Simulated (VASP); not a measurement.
# Zn3N2 (Ia-3) in VASP: a series of runs

Runs on Zn3N2. Level: PBEsol. Tasks: relaxation of cell and atoms.

Everything below comes from runs of VASP 6.6.1. Logs are shortened: lines on timing, memory, paths and dates and some standing lists are left out, and cuts for length are marked.

## Step 1: The cell of the first run

It takes space group Ia-3 (No. 206, cubic). Conventional cell: a = 9.731 Å, b = 9.731 Å, c = 9.731 Å, α = 90.00°, β = 90.00°, γ = 90.00°. Zn (site symmetry 1) has 4 N at 1.99 to 2.27 Å and 5 Zn at 2.70 to 2.78 Å within 2.8 Å. N (site symmetry 2) has 6 Zn at 1.99 to 2.27 Å within 2.6 Å. Within 2.8 Å of N (site symmetry -3) lie 6 Zn at 2.11 Å.

## Step 2: Relaxation of cell and atoms, PBEsol

INCAR reads:

```
SYSTEM = Zn3N2
ALGO = Normal ; EDIFF = 1E-6
EDIFFG = -0.01 ; ENCUT = 600
GGA = PS ; IBRION = 2
ISIF = 3 ; ISMEAR = 0
KPAR = 8 ; LASPH = .TRUE.
LCHARG = .FALSE. ; LREAL = Auto
LWAVE = .FALSE. ; NELM = 80
NSW = 90 ; PREC = Accurate
SIGMA = 0.03
```

KPOINTS reads:

```
k-points
0
G
  4 4 4
  0 0 0
```

POSCAR reads:

```
Zn3N2
1.0
   -4.8657039417      4.8657039417      4.8657039417
    4.8657039417     -4.8657039417      4.8657039417
    4.8657039417      4.8657039417     -4.8657039417
Zn N
24 16
Direct
    0.2763928900      0.0240941700      0.0481893800
    0.7477012800      0.2236071100      0.2717964900
    0.0240952100      0.4759058300      0.7522987200
    0.4759047900      0.2282035100      0.4518106200
    0.4518106200      0.4759047900      0.2282035100
    0.0240941700      0.0481893800      0.2763928900
    0.2717964900      0.7477012800      0.2236071100
    0.4759058300      0.7522987200      0.0240952100
    0.7522987200      0.0240952100      0.4759058300
    0.2236071100      0.2717964900      0.7477012800
    0.0481893800      0.2763928900      0.0240941700
    0.2282035100      0.4518106200      0.4759047900
    0.5240941700      0.2477012800      0.9759047900
    0.7282035100      0.2522987200      0.7763928900
    0.9759058300      0.9518106200      0.7236071100
    0.5481893800      0.5240952100      0.7717964900
    0.5240952100      0.7717964900      0.5481893800
    0.9759047900      0.5240941700      0.2477012800
    0.2522987200      0.7763928900      0.7282035100
    0.7236071100      0.9759058300      0.9518106200
    0.2477012800      0.9759047900      0.5240941700
    0.7763928900      0.7282035100      0.2522987200
    0.9518106200      0.7236071100      0.9759058300
    0.7717964900      0.5481893800      0.5240952100
    0.7291215300      0.4791215300      0.2500000000
    0.7500000000      0.7708784700      0.0208784700
    0.0208784700      0.7500000000      0.7708784700
    0.2500000000      0.7291215300      0.4791215300
    0.4791215300      0.2500000000      0.7291215300
    0.7708784700      0.0208784700      0.7500000000
    0.2708784700      0.5208784700      0.7500000000
    0.2500000000      0.2291215300      0.9791215300
    0.9791215300      0.2500000000      0.2291215300
    0.7500000000      0.2708784700      0.5208784700
    0.5208784700      0.7500000000      0.2708784700
    0.2291215300      0.9791215300      0.2500000000
    0.5000000000      0.0000000000      0.0000000000
    0.0000000000      0.0000000000      0.5000000000
    0.0000000000      0.5000000000      0.0000000000
    0.5000000000      0.5000000000      0.5000000000
```

Potentials or basis: VASP PAW PBE potentials, release 64 (Zn, N).

The run is started by

```console
$ cat potpaw_PBE.64/Zn/POTCAR potpaw_PBE.64/N/POTCAR > POTCAR
$ mpirun -np 8 vasp_std > vasp.out
```

OUTCAR:

```text
SYSTEM = Zn3N2
   EDIFF = 1E-6
   EDIFFG = -0.01
   ENCUT = 600
   GGA = PS
   IBRION = 2
   ISIF = 3
   ISMEAR = 0
   LASPH = .TRUE.
   LREAL = Auto
   NELM = 80
   NSW = 90
   PREC = Accurate

 ion  position               nearest neighbor table
   1  0.276  0.024  0.048-  36 1.99  32 2.05  37 2.11  27 2.27  13 2.70  19 2.70  15 2.74  23 2.74
                             4 2.78
   2  0.748  0.224  0.272-  34 1.99  33 2.05  37 2.11  25 2.27  13 2.70  20 2.70  18 2.74  24 2.74
                             9 2.78
   3  0.024  0.476  0.752-  31 1.99  34 2.05  39 2.11  27 2.27  14 2.70  23 2.70  19 2.74  24 2.74
                            10 2.78
   4  0.476  0.228  0.452-  36 1.99  34 2.05  40 2.11  29 2.27  16 2.70  24 2.70  21 2.74  14 2.74
                             1 2.78
   5  0.452  0.476  0.228-  32 1.99  35 2.05  40 2.11  25 2.27  17 2.70  24 2.70  22 2.74  13 2.74
                            11 2.78
   6  0.024  0.048  0.276-  33 1.99  36 2.05  38 2.11  26 2.27  22 2.70  21 2.70  20 2.74  23 2.74
                            12 2.78
   7  0.272  0.748  0.224-  35 1.99  36 2.05  39 2.11  28 2.27  18 2.70  23 2.70  21 2.74  17 2.74
                             8 2.78
   8  0.476  0.752  0.024-  35 1.99  31 2.05  37 2.11  26 2.27  19 2.70  20 2.70  16 2.74  22 2.74
                             7 2.78
   9  0.752  0.024  0.476-  34 1.99  35 2.05  38 2.11  30 2.27  22 2.70  15 2.70  17 2.74  14 2.74
[... 33 lines left out ...]
  27  0.021  0.750  0.771-  24 1.99  15 1.99  23 2.05  19 2.05   1 2.27   3 2.27
  28  0.250  0.729  0.479-  19 1.99  21 1.99  17 2.05  18 2.05   7 2.27  12 2.27
  29  0.479  0.250  0.729-  13 1.99  14 1.99  21 2.05  16 2.05   4 2.27  10 2.27
  30  0.771  0.021  0.750-  17 1.99  20 1.99  15 2.05  14 2.05   9 2.27  11 2.27
[... 8 lines left out ...]
  39  0.000  0.500  0.000-   3 2.11   7 2.11  11 2.11  14 2.11  18 2.11  23 2.11
  40  0.500  0.500  0.500-   4 2.11   5 2.11  12 2.11  16 2.11  17 2.11  24 2.11

  LATTYP: Found a body centered cubic cell.
 ALAT       =     9.7314078834

  Lattice vectors:

 A1 = (  -4.8657039417,   4.8657039417,   4.8657039417)
 A2 = (   4.8657039417,  -4.8657039417,   4.8657039417)
 A3 = (   4.8657039417,   4.8657039417,  -4.8657039417)

Analysis of symmetry for initial positions (statically):
=====================================================================
 Subroutine PRICEL returns:
 Original cell was already a primitive cell.

 Routine SETGRP: Setting up the symmetry group for a
 body centered cubic supercell.

 Subroutine GETGRP returns: Found 24 space group operations
 (whereof  6 operations were pure point group operations)
 out of a pool of 48 trial point group operations.

The static configuration has the point symmetry S_6 .
 The point group associated with its full space group is T_h .

Analysis of symmetry for dynamics (positions and initial velocities):
=====================================================================
 Subroutine PRICEL returns:
 Original cell was already a primitive cell.

 Routine SETGRP: Setting up the symmetry group for a
 body centered cubic supercell.

 Subroutine GETGRP returns: Found 24 space group operations
 (whereof  6 operations were pure point group operations)
 out of a pool of 48 trial point group operations.

The dynamic configuration has the point symmetry S_6 .
 The point group associated with its full space group is T_h .

 Subroutine INISYM returns: Found 24 space group operations
 (whereof  6 operations are pure point group operations),
 and found     1 'primitive' translations

----------------------------------------------------------------------------------------

                                     Primitive cell

  volume of cell :     460.7836

  direct lattice vectors                    reciprocal lattice vectors
    -4.865703942  4.865703942  4.865703942     0.000000000  0.102760054  0.102760054
     4.865703942 -4.865703942  4.865703942     0.102760054  0.000000000  0.102760054
     4.865703942  4.865703942 -4.865703942     0.102760054  0.102760054  0.000000000

  length of vectors
     8.427646442  8.427646442  8.427646442     0.145324662  0.145324662  0.145324662

  position of ions in fractional coordinates (direct lattice)
     0.276392890  0.024094170  0.048189380
     0.747701280  0.223607110  0.271796490
     0.024095210  0.475905830  0.752298720
     0.475904790  0.228203510  0.451810620
     0.451810620  0.475904790  0.228203510
     0.024094170  0.048189380  0.276392890
[... 32 lines left out ...]
     0.000000000  0.500000000  0.000000000
     0.500000000  0.500000000  0.500000000
[... 71 lines left out ...]
            Coordinates               Weight
  0.000000  0.000000  0.000000      1.000000
  0.250000  0.000000  0.000000     12.000000
  0.500000  0.000000  0.000000      6.000000
  0.250000  0.250000  0.000000     24.000000
  0.250000  0.250000  0.250000      2.000000
 -0.250000  0.250000  0.250000      6.000000
  0.500000  0.500000  0.250000     12.000000
  0.500000  0.500000  0.500000      1.000000
   k-points           NKPTS =      8   k-points in BZ     NKDIM =      8   number of bands    NBANDS=    220
   number of dos      NEDOS =    301   number of ions     NIONS =     40
   total plane-waves  NPLWV = 343000
   dimension x,y,z NGX =    70 NGY =   70 NGZ =   70
   dimension x,y,z NGXF=   140 NGYF=  140 NGZF=  140
   ions per type =              24  16
   NGX,Y,Z   is equivalent  to a cutoff of  13.81, 13.81, 13.81 a.u.
   NGXF,Y,Z  is equivalent  to a cutoff of  27.62, 27.62, 27.62 a.u.
 SYSTEM =  Zn3N2
   PREC   = accura    normal or accurate (medium, high low for compatibility)
   ISTART =      0    job   : 0-new  1-cont  2-samecut
   ICHARG =      2    charge: 1-file 2-atom 10-const
   ISPIN  =      1    spin polarized calculation?
   LNONCOLLINEAR =      F non collinear calculations
   LSORBIT =      F    spin-orbit coupling
   LASPH  =      T    aspherical Exc in radial PAW
   ENCUT  =  600.0 eV  44.10 Ry    6.64 a.u.  16.83 16.83 16.83*2*pi/ulx,y,z
   NELM   =     80;   NELMIN=  2; NELMDL= -5     # of ELM steps
   EDIFF  = 0.1E-05   stopping-criterion for ELM
   LREAL  =      T    real-space projection
   EDIFFG = -.1E-01   stopping-criterion for IOM
   NSW    =     90    number of steps for IOM
   IBRION =      2    ionic relax: 0-MD 1-quasi-New 2-CG
   NFREE  =      1    steps in history (QN), initial steepest desc. (CG)
   ISIF   =      3    stress and relaxation
   ISYM   =      2    0-nonsym 1-usesym 2-fastsym
   POTIM  = 0.5000    time-step for ionic-motion
   TEBEG  =    0.0;   TEEND  =   0.0 temperature during run
   PSTRESS=    0.0 pullay stress
   NELECT =     368.0000    total number of electrons
   NUPDOWN=      -1.0000    fix difference up-down
   EMIN   =  10.00;   EMAX   =-10.00  energy-range for DOS
   EFERMI =   0.00;   METHOD = LEGACY
   ISMEAR =     0;   SIGMA  =   0.03  broadening in eV -4-tet -1-fermi 0-gaus
   EFERMI_NEDOS =   21; number of points for ismear=-14 and -15
   IALGO  =     38    algorithm
   IMIX   =      4    mixing-type and parameters
     AMIX     =   0.40;   BMIX     =  1.00
     AMIX_MAG =   1.60;   BMIX_MAG =  1.00
  volume/ion in A,a.u.               =      11.52        77.74
  Fermi-wavevector in a.u.,A,eV,Ry     =   1.518886  2.870278 31.388828  2.307014
  Thomas-Fermi vector in A             =   2.627946
   LORBIT       =      0    0 simple, 1 ext, 2 COOP (PROOUT), +10 PAW based schemes
   GGA     = PS    functional components
   LHFCALC =     F    Hartree Fock is set to
   AEXX    =    0.0000 exact exchange contribution
   IVDW    =     0    specifies the selected vdW correction
   LEPSILON=     F    determine dielectric tensor
   LRPA    =     F    only Hartree local field effects (RPA)
 conjugate gradient relaxation of ions
 non-spin polarized calculation
 Gauss-broadening in eV      SIGMA  =   0.03
  energy-cutoff  :      600.00
  volume of cell :      460.78
 maximum number of plane-waves:     15444
 NGX is ok and might be reduce to    70
   NGX = 33   NGY = 33   NGZ = 33

--------------------------------------- Ionic step        1  -------------------------------------------

 number of electron     367.9999967 magnetization

 Free energy of the ion-electron system (eV)
  ---------------------------------------------------
  ext. energy  EPLUGINS =         0.00000000
  ---------------------------------------------------
  free energy    TOTEN  =      -173.91748037 eV

  energy without entropy =     -173.91666429  energy(sigma->0) =     -173.91707233

------------------------ aborting loop because EDIFF is reached ----------------------------------------

  FORCE on cell =-STRESS in cart. coord.  units (eV):
  Direction    XX          YY          ZZ          XY          YZ          ZX
  --------------------------------------------------------------------------------------
  -------------------------------------------------------------------------------------
  Total       -4.2990742     -4.2990742     -4.2990742      0.0000000      0.0000000      0.0000000
  in kB      -14.9481858    -14.9481858    -14.9481858      0.0000000      0.0000000      0.0000000
  external PRESSURE =     -14.9481858 kB  Pullay stress =       0.0000000 kB
[... 203 lines left out ...]
  FREE ENERGIE OF THE ION-ELECTRON SYSTEM (eV)
  ---------------------------------------------------
  free  energy   TOTEN  =      -173.9382588921 eV

  energy  without entropy=     -173.9374485312  energy(sigma->0) =     -173.93785371

[... ionic steps 4 to 12 ...]

--------------------------------------- Ionic step       13  -------------------------------------------

 number of electron     368.0000073 magnetization

------------------------ aborting loop because EDIFF is reached ----------------------------------------
[... 143 lines left out ...]
--------------------------------------- Ionic step       15  -------------------------------------------

 number of electron     368.0000076 magnetization

 Free energy of the ion-electron system (eV)
  ---------------------------------------------------
  ext. energy  EPLUGINS =         0.00000000
  ---------------------------------------------------
  free energy    TOTEN  =      -173.94423674 eV

  energy without entropy =     -173.94342489  energy(sigma->0) =     -173.94383082

 E-fermi :   3.0059     XC(G=0): -11.9484

 val. band max:        2.9957338485   @ k =   0.0000   0.0000   0.0000
 cond. band min:       3.9875438690   @ k =   0.2500   0.0000   0.0000
 fundamental gap:      0.9918100205
 Fermi energy:         3.0059372513

 k-point     1 :       0.0000    0.0000    0.0000
  band No.  band energies     occupation
      1     -12.4915      2.00000
      2     -11.3798      2.00000
      3     -11.3798      2.00000
      4     -11.3333      2.00000
      5     -11.3333      2.00000
      6     -11.3333      2.00000
[... 1581 lines left out ...]
    195       7.4654      0.00000
    196       7.4654      0.00000
 [bands above 196 left out]

------------------------ aborting loop because EDIFF is reached ----------------------------------------

  FORCE on cell =-STRESS in cart. coord.  units (eV):
  Direction    XX          YY          ZZ          XY          YZ          ZX
  --------------------------------------------------------------------------------------
  -------------------------------------------------------------------------------------
  Total        0.0890034      0.0890034      0.0890034      0.0000000      0.0000000      0.0000000
  in kB        0.3124615      0.3124615      0.3124615      0.0000000      0.0000000      0.0000000
  external PRESSURE =       0.3124615 kB  Pullay stress =       0.0000000 kB
[... 55 lines left out ...]
  FREE ENERGIE OF THE ION-ELECTRON SYSTEM (eV)
  ---------------------------------------------------
  free  energy   TOTEN  =      -173.9442367436 eV

  energy  without entropy=     -173.9434248905  energy(sigma->0) =     -173.94383082

 reached required accuracy - stopping structural energy minimisation
```

It took 31 min on 8 MPI ranks of Intel Xeon 6975P-C (Granite Rapids), shared host; peak memory 1.2 GiB.

Results:

```
Free energy                           : -173.9442 eV
Relaxed volume                        : 11.41 Å³/atom
Relaxed cell                          : a = 8.401 Å, b = 8.401 Å, c = 8.401 Å, α = 109.47°, β = 109.47°, γ = 109.47°
Space group after relaxing (to 0.1 Å) : Ia-3 (No. 206)
Energy gained by relaxing             : 0.7 meV/atom
Ionic steps                           : 15
Pressure after relaxing               : 0.0 GPa
Largest force after relaxing          : 0.008 eV/Å
Band gap on the k mesh                : zero (filled and empty bands touch)
```

Forces on the atoms (eV/Å):
```
Zn  -0.007 -0.003  0.002
Zn  -0.002 -0.007  0.003
Zn   0.007 -0.003 -0.002
Zn   0.007  0.003  0.002
Zn   0.002  0.007  0.003
Zn  -0.003  0.002 -0.007
Zn   0.003 -0.002 -0.007
Zn  -0.003 -0.002  0.007
Zn  -0.002  0.007 -0.003
Zn  -0.007  0.003 -0.002
Zn   0.002 -0.007 -0.003
Zn   0.003  0.002  0.007
Zn   0.003  0.002 -0.007
Zn  -0.003  0.002  0.007
Zn   0.003 -0.002  0.007
Zn  -0.002 -0.007 -0.003
Zn  -0.007 -0.003 -0.002
Zn  -0.007  0.003  0.002
Zn   0.002  0.007 -0.003
Zn   0.007  0.003 -0.002
Zn   0.002 -0.007  0.003
Zn   0.007 -0.003  0.002
Zn  -0.002  0.007  0.003
Zn  -0.003 -0.002 -0.007
N    0.000  0.000  0.006
N   -0.006  0.000  0.000
N    0.000 -0.006  0.000
N    0.006  0.000  0.000
N    0.000  0.006  0.000
N    0.000  0.000 -0.006
N    0.000  0.000 -0.006
N    0.006  0.000  0.000
N    0.000  0.006  0.000
N   -0.006  0.000  0.000
N    0.000 -0.006  0.000
N    0.000  0.000  0.006
N    0.000  0.000  0.000
N    0.000  0.000  0.000
N    0.000  0.000  0.000
N    0.000  0.000  0.000
```

Step by step:
```tsv
step	energy change (eV)	largest force (eV/Å)	pressure (GPa)	volume (Å³)
1	0.0000	0.0338	-1.49	460.78
2	-0.0132	0.0343	0.93	453.65
3	-0.0208	0.0336	0.00	456.38
4	-0.0208	0.0336	0.02	456.28
5	-0.0208	0.0336	0.05	456.19
6	-0.0219	0.0273	0.06	456.20
7	-0.0240	0.0274	0.05	456.22
8	-0.0242	0.0347	0.05	456.23
9	-0.0250	0.0274	0.01	456.35
10	-0.0258	0.0202	-0.02	456.53
11	-0.0256	0.0321	-0.12	456.90
12	-0.0260	0.0212	-0.10	456.68
13	-0.0264	0.0162	0.01	456.39
14	-0.0264	0.0139	0.09	456.20
15	-0.0268	0.0076	0.03	456.37
```

Final structure:
```yaml
crystal:
  lattice:
    - [-4.85013, 4.85013, 4.85013]
    - [4.85013, -4.85013, 4.85013]
    - [4.85013, 4.85013, -4.85013]
  atoms:
    - { symbol: Zn, position: [0.27732, 0.02623, 0.04887] }
    - { symbol: Zn, position: [0.74891, 0.22268, 0.27155] }
    - { symbol: Zn, position: [0.02264, 0.47377, 0.75109] }
    - { symbol: Zn, position: [0.47736, 0.22845, 0.45113] }
    - { symbol: Zn, position: [0.45113, 0.47736, 0.22845] }
    - { symbol: Zn, position: [0.02623, 0.04887, 0.27732] }
    - { symbol: Zn, position: [0.27155, 0.74891, 0.22268] }
    - { symbol: Zn, position: [0.47377, 0.75109, 0.02264] }
    - { symbol: Zn, position: [0.75109, 0.02264, 0.47377] }
    - { symbol: Zn, position: [0.22268, 0.27155, 0.74891] }
    - { symbol: Zn, position: [0.04887, 0.27732, 0.02623] }
    - { symbol: Zn, position: [0.22845, 0.45113, 0.47736] }
    - { symbol: Zn, position: [0.52623, 0.24891, 0.97736] }
    - { symbol: Zn, position: [0.72845, 0.25109, 0.77732] }
    - { symbol: Zn, position: [0.97377, 0.95113, 0.72268] }
    - { symbol: Zn, position: [0.54887, 0.52264, 0.77155] }
    - { symbol: Zn, position: [0.52264, 0.77155, 0.54887] }
    - { symbol: Zn, position: [0.97736, 0.52623, 0.24891] }
    - { symbol: Zn, position: [0.25109, 0.77732, 0.72845] }
    - { symbol: Zn, position: [0.72268, 0.97377, 0.95113] }
    - { symbol: Zn, position: [0.24891, 0.97736, 0.52623] }
    - { symbol: Zn, position: [0.77732, 0.72845, 0.25109] }
    - { symbol: Zn, position: [0.95113, 0.72268, 0.97377] }
    - { symbol: Zn, position: [0.77155, 0.54887, 0.52264] }
    - { symbol: N, position: [0.73000, 0.48000, 0.25000] }
    - { symbol: N, position: [0.75000, 0.77000, 0.02000] }
    - { symbol: N, position: [0.02000, 0.75000, 0.77000] }
    - { symbol: N, position: [0.25000, 0.73000, 0.48000] }
    - { symbol: N, position: [0.48000, 0.25000, 0.73000] }
    - { symbol: N, position: [0.77000, 0.02000, 0.75000] }
    - { symbol: N, position: [0.27000, 0.52000, 0.75000] }
    - { symbol: N, position: [0.25000, 0.23000, 0.98000] }
    - { symbol: N, position: [0.98000, 0.25000, 0.23000] }
    - { symbol: N, position: [0.75000, 0.27000, 0.52000] }
    - { symbol: N, position: [0.52000, 0.75000, 0.27000] }
    - { symbol: N, position: [0.23000, 0.98000, 0.25000] }
    - { symbol: N, position: [0.50000, 0.00000, 0.00000] }
    - { symbol: N, position: [0.00000, 0.00000, 0.50000] }
    - { symbol: N, position: [0.00000, 0.50000, 0.00000] }
    - { symbol: N, position: [0.50000, 0.50000, 0.50000] }
```

Caveat: the PAW data sets were made with another functional, which shifts forces and pressure a little.

(Continued in part 2 of 4.)
